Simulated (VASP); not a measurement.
Write the native input for VASP 6.6.1 that does the following.

- Task: single point
- Functional: PBE
- Potentials or basis: VASP PAW PBE potentials, release 64 (Cu, O)
- Cutoff: 520 eV
- k mesh: 8 × 8 × 6
- Occupations: fermi-dirac, width 0.05 eV
- Spin: no spin polarisation
- Dipole correction: no
- Further INCAR settings: ALGO = Normal; EDIFF = 1e-06; NBANDS = 25

The structure of CuO lies in POSCAR:

```
CuO
1.0
    3.1754955000      0.0000000000      0.0000000000
    0.0000000000      3.1754955000      0.0000000000
    0.0000000000      0.0000000000      4.6495318700
Cu O
2 2
Direct
    0.0000000000      0.0000000000      0.0000000000
    0.5000000000      0.5000000000      0.0000000000
    0.5000000000      0.0000000000      0.2670000000
    0.0000000000      0.5000000000      0.7330000000
```

These files were run (other wordings do the same):

INCAR

```
SYSTEM = CuO
ALGO     = Normal         ! electronic algorithm
EDIFF    = 1E-6           ! SCF threshold, eV
ENCUT    = 520            ! plane-wave cutoff, eV
GGA      = PE             ! functional
ISIF     = 2              ! what is computed and relaxed
ISMEAR   = -1             ! smearing method
LASPH    = .TRUE.         ! aspherical terms in the spheres
LCHARG   = .FALSE.        ! write CHGCAR
LREAL    = .FALSE.        ! projectors in reciprocal space
LWAVE    = .FALSE.        ! write WAVECAR
NBANDS   = 25             ! bands
NELM     = 100            ! most SCF steps
PREC     = Accurate       ! precision mode
SIGMA    = 0.05           ! smearing width, eV
```

KPOINTS

```
k-points
0
G
  8 8 6
  0 0 0
```

Potentials or basis: VASP PAW PBE potentials, release 64 (Cu, O).

Command:

```console
$ cat potpaw_PBE.64/Cu/POTCAR potpaw_PBE.64/O/POTCAR > POTCAR
$ mpirun -np 1 vasp_std > vasp.out
```

Results of the run:

```json
{
 "Pressure": "17.5 GPa",
 "Largest force": "0.818 eV/Å",
 "Band gap on the k mesh": "zero (band 17 reaches 3.54 eV, above the bottom of band 18 at 2.69 eV)"
}
```

Caveat: semilocal functionals often make such compounds metallic where correlation or magnetic order opens a gap, which also shifts bond lengths.

Run time: 26 s on 1 thread of Intel(R) Xeon(R) 6975P-C (Granite Rapids), on a shared host, peak memory 0.19 GiB.
